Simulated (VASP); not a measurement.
# SiC2 (P-6m2) in VASP: a series of runs

Runs on SiC2. Level: PBE. Tasks: single point.

Program: VASP 6.6.1. These are calculated values, not measurements. Logs are shortened: lines on timing, memory, paths and dates and some standing lists are left out, and cuts for length are marked.

## (1) The cell of the first run

It takes space group P-6m2 (No. 187, hexagonal). Conventional cell: a = 2.707 Å, b = 2.707 Å, c = 7.814 Å, α = 90.00°, β = 90.00°, γ = 120.00°. Si (site symmetry 3m) has 7 C at 1.99 to 2.67 Å and 7 Si at 2.48 to 2.71 Å within 2.8 Å. C (site symmetry 3m) has 4 C at 1.86 to 2.01 Å and 3 Si at 2.28 Å within 2.5 Å. C (site symmetry -6m2) has 6 Si at 1.99 Å within 2.6 Å. Within 2.5 Å of C (site symmetry -6m2) lie 6 C at 1.86 Å.

## (2) Single point, PBE

The input, INCAR:

```
SYSTEM = SiC2
PREC     = Accurate       ! precision mode
ENCUT    = 520            ! plane-wave cutoff, eV
EDIFF    = 1E-6           ! SCF threshold, eV
ISMEAR   = 0              ! smearing method
SIGMA    = 0.1            ! smearing width, eV
LREAL    = .False.        ! projectors in reciprocal space
LASPH    = .True.         ! aspherical terms in the spheres
NELM     = 60             ! most SCF steps
ALGO     = Normal         ! electronic algorithm
ISIF     = 2              ! what is computed and relaxed
LWAVE    = .False.        ! write WAVECAR
LCHARG   = .False.        ! write CHGCAR
GGA      = PE             ! functional
NBANDS   = 21             ! bands
```

The input, KPOINTS:

```
Automatic mesh
0
Gamma
  6 6 2
  0 0 0
```

The input, POSCAR:

```
SiC2
1.0
    2.7065502156      0.0000000000      0.0000000000
   -1.3532751078      2.3439412433      0.0000000000
    0.0000000000      0.0000000000      7.8136093565
Si C
2 4
Direct
    0.6666666667      0.3333333333      0.3415923658
    0.6666666667      0.3333333333      0.6584076342
    0.3333333333      0.6666666667      0.8715046711
    0.3333333333      0.6666666667      0.1284953289
    0.3333333333      0.6666666667      0.5000000000
    0.6666666667      0.3333333333      0.0000000000
```

Potentials or basis: VASP PAW PBE potentials, release 64 (Si, C).

Launch:

```bash
$ cat potpaw_PBE.64/Si/POTCAR potpaw_PBE.64/C/POTCAR > POTCAR
$ mpirun -np 1 vasp_std > vasp.out
```

OUTCAR:

```text
SYSTEM = SiC2
   PREC = Accurate
   ENCUT = 520
   EDIFF = 1E-6
   ISMEAR = 0
   LREAL = .False.
   LASPH = .True.
   NELM = 60
   ISIF = 2
   GGA = PE

 ion  position               nearest neighbor table
   1  0.667  0.333  0.342-   5 1.99   5 1.99   5 1.99   4 2.28   4 2.28   4 2.28   2 2.48
   2  0.667  0.333  0.658-   5 1.99   5 1.99   5 1.99   3 2.28   3 2.28   3 2.28   1 2.48
   3  0.333  0.667  0.872-   6 1.86   6 1.86   6 1.86   4 2.01   2 2.28   2 2.28   2 2.28
   4  0.333  0.667  0.128-   6 1.86   6 1.86   6 1.86   3 2.01   1 2.28   1 2.28   1 2.28
   5  0.333  0.667  0.500-   1 1.99   2 1.99   1 1.99   2 1.99   1 1.99   2 1.99
   6  0.667  0.333  0.000-   3 1.86   4 1.86   3 1.86   4 1.86   3 1.86   4 1.86

  LATTYP: Found a hexagonal cell.
 ALAT       =     2.7065502156
 C/A-ratio  =     2.8869256929

  Lattice vectors:

 A1 = (   2.7065502156,   0.0000000000,   0.0000000000)
 A2 = (  -1.3532751078,   2.3439412433,   0.0000000000)
 A3 = (   0.0000000000,   0.0000000000,   7.8136093565)

Analysis of symmetry for initial positions (statically):
=====================================================================
 Subroutine PRICEL returns:
 Original cell was already a primitive cell.

 Routine SETGRP: Setting up the symmetry group for a
 hexagonal supercell.

 Subroutine GETGRP returns: Found 12 space group operations
 (whereof 12 operations were pure point group operations)
 out of a pool of 24 trial point group operations.

The static configuration has the point symmetry D_3h.

Analysis of symmetry for dynamics (positions and initial velocities):
=====================================================================
 Subroutine PRICEL returns:
 Original cell was already a primitive cell.

 Routine SETGRP: Setting up the symmetry group for a
 hexagonal supercell.

 Subroutine GETGRP returns: Found 12 space group operations
 (whereof 12 operations were pure point group operations)
 out of a pool of 24 trial point group operations.

The dynamic configuration has the point symmetry D_3h.

 Subroutine INISYM returns: Found 12 space group operations
 (whereof 12 operations are pure point group operations),
 and found     1 'primitive' translations

----------------------------------------------------------------------------------------
[... 89 lines left out ...]
   NELM   =     60;   NELMIN=  2; NELMDL= -5     # of ELM steps
   EDIFF  = 0.1E-05   stopping-criterion for ELM
   LREAL  =      F    real-space projection
   EDIFFG = 0.1E-04   stopping-criterion for IOM
   NSW    =      0    number of steps for IOM
   IBRION =     -1    ionic relax: 0-MD 1-quasi-New 2-CG
   NFREE  =      0    steps in history (QN), initial steepest desc. (CG)
   ISIF   =      2    stress and relaxation
   ISYM   =      2    0-nonsym 1-usesym 2-fastsym
   POTIM  = 0.5000    time-step for ionic-motion
   TEBEG  =    0.0;   TEEND  =   0.0 temperature during run
   PSTRESS=    0.0 pullay stress
   NELECT =      24.0000    total number of electrons
   NUPDOWN=      -1.0000    fix difference up-down
   EMIN   =  10.00;   EMAX   =-10.00  energy-range for DOS
   EFERMI =   0.00;   METHOD = LEGACY
   ISMEAR =     0;   SIGMA  =   0.10  broadening in eV -4-tet -1-fermi 0-gaus
   EFERMI_NEDOS =   21; number of points for ismear=-14 and -15
   IALGO  =     38    algorithm
   IMIX   =      4    mixing-type and parameters
     AMIX     =   0.40;   BMIX     =  1.00
     AMIX_MAG =   1.60;   BMIX_MAG =  1.00
  volume/ion in A,a.u.               =       8.26        55.75
  Fermi-wavevector in a.u.,A,eV,Ry     =   1.285505  2.429252 22.483939  1.652523
  Thomas-Fermi vector in A             =   2.417635
   LORBIT       =      0    0 simple, 1 ext, 2 COOP (PROOUT), +10 PAW based schemes
   GGA     = PE    functional components
   LHFCALC =     F    Hartree Fock is set to
   AEXX    =    0.0000 exact exchange contribution
   IVDW    =     0    specifies the selected vdW correction
   LEPSILON=     F    determine dielectric tensor
   LRPA    =     F    only Hartree local field effects (RPA)
 non-spin polarized calculation
 Gauss-broadening in eV      SIGMA  =   0.10
  energy-cutoff  :      520.00
  volume of cell :       49.57
 maximum number of plane-waves:      1347
 NGX is ok and might be reduce to    20
   NGX =  9   NGY =  9   NGZ = 29

 number of electron      23.9999999 magnetization

 Free energy of the ion-electron system (eV)
  ---------------------------------------------------
  ext. energy  EPLUGINS =         0.00000000
  ---------------------------------------------------
  free energy    TOTEN  =       -36.30165152 eV

  energy without entropy =      -36.29028089  energy(sigma->0) =      -36.29596621

 E-fermi :  10.6424     XC(G=0): -12.4676

 val. band max:       10.5084851879   @ k =   0.1667   0.1667   0.0000
 cond. band min:      10.6615743990   @ k =   0.3333   0.0000   0.0000
 fundamental gap:      0.1530892111
 Fermi energy:        10.6423549343

 k-point     1 :       0.0000    0.0000    0.0000
  band No.  band energies     occupation
      1      -8.4399      2.00000
      2      -6.9046      2.00000
      3      -4.5556      2.00000
      4       0.5156      2.00000
      5       0.8804      2.00000
      6       8.6619      2.00000
[... 325 lines left out ...]
     20      19.8016      0.00000
     21      19.8732      0.00000

------------------------ aborting loop because EDIFF is reached ----------------------------------------

  FORCE on cell =-STRESS in cart. coord.  units (eV):
  Direction    XX          YY          ZZ          XY          YZ          ZX
  --------------------------------------------------------------------------------------
  -------------------------------------------------------------------------------------
  Total       -0.0336006     -0.0336006     -0.0281307      0.0000000      0.0000000      0.0000000
  in kB       -1.0860336     -1.0860336     -0.9092366      0.0000000      0.0000000      0.0000000
  external PRESSURE =      -1.0271013 kB  Pullay stress =       0.0000000 kB

 VOLUME and BASIS-vectors are now :
 -----------------------------------------------------------------------------
  energy-cutoff  :      520.00
  volume of cell :       49.57
      direct lattice vectors                 reciprocal lattice vectors
     2.706550216  0.000000000  0.000000000     0.369474024  0.213315927  0.000000000
    -1.353275108  2.343941243  0.000000000     0.000000000  0.426631855  0.000000000
     0.000000000  0.000000000  7.813609356     0.000000000  0.000000000  0.127981827

 POSITION                                       TOTAL-FORCE (eV/Angst)
 -----------------------------------------------------------------------------------
      1.35328      0.78131      2.66907         0.000000      0.000000      0.007957
      1.35328      0.78131      5.14454         0.000000      0.000000     -0.007957
     -0.00000      1.56263      6.80960        -0.000000     -0.000000     -0.004097
     -0.00000      1.56263      1.00401         0.000000     -0.000000      0.004097
     -0.00000      1.56263      3.90680        -0.000000      0.000000      0.000000
      1.35328      0.78131      0.00000        -0.000000      0.000000      0.000000
 -----------------------------------------------------------------------------------
    total drift:                                0.000000     -0.000000     -0.000000

  FREE ENERGIE OF THE ION-ELECTRON SYSTEM (eV)
  ---------------------------------------------------
  free  energy   TOTEN  =       -36.3016515216 eV

  energy  without entropy=      -36.2902808888  energy(sigma->0) =      -36.29596621
```

OSZICAR:

```text
N       E                     dE             d eps       ncg     rms          rms(c)
DAV:   1     0.504979673633E+02    0.50498E+02   -0.11693E+04   588   0.106E+03
DAV:   2    -0.346723188435E+02   -0.85170E+02   -0.81996E+02   752   0.186E+02
DAV:   3    -0.384264872326E+02   -0.37542E+01   -0.37152E+01   771   0.346E+01
DAV:   4    -0.384578507847E+02   -0.31364E-01   -0.31324E-01   782   0.354E+00
DAV:   5    -0.384582373230E+02   -0.38654E-03   -0.38648E-03   785   0.350E-01    0.100E+01
DAV:   6    -0.363158420068E+02    0.21424E+01   -0.63256E+00   713   0.142E+01    0.442E+00
DAV:   7    -0.363215571152E+02   -0.57151E-02   -0.17394E+00   751   0.637E+00    0.279E+00
DAV:   8    -0.363040870956E+02    0.17470E-01   -0.11916E-01   752   0.191E+00    0.125E+00
DAV:   9    -0.363034577770E+02    0.62932E-03   -0.31185E-02   723   0.948E-01    0.342E-01
DAV:  10    -0.363037974921E+02   -0.33972E-03   -0.26319E-02   775   0.788E-01    0.235E-01
DAV:  11    -0.363016428034E+02    0.21547E-02   -0.58780E-03   778   0.412E-01    0.624E-02
DAV:  12    -0.363016565582E+02   -0.13755E-04   -0.83673E-04   759   0.160E-01    0.310E-02
DAV:  13    -0.363016510615E+02    0.54967E-05   -0.66768E-05   691   0.436E-02    0.114E-02
DAV:  14    -0.363016515216E+02   -0.46009E-06   -0.48275E-06   772   0.136E-02
   1 F= -.36301652E+02 E0= -.36295966E+02  d E =-.113706E-01
```

It took 9.8 s on 1 thread of Intel Xeon 8259CL, shared host; peak memory 0.16 GiB.

Results:

- Free energy: -36.3017 eV
- Pressure: -0.1 GPa
- Largest force: 0.008 eV/Å
- Band gap on the k mesh: zero (bands 12 and 13 overlap by 4.83 eV)

Forces on the atoms (eV/Å):
```
Si   0.000  0.000  0.008
Si   0.000  0.000 -0.008
C    0.000  0.000 -0.004
C    0.000  0.000  0.004
C    0.000  0.000  0.000
C    0.000  0.000  0.000
```

Caveat: the k points lie up to 0.45 Å⁻¹ apart, too coarse for converged energies and pressures of a metal.

(Continued in part 2 of 2.)

The gap in the log of VASP goes by the Fermi energy; the results here count the filled bands.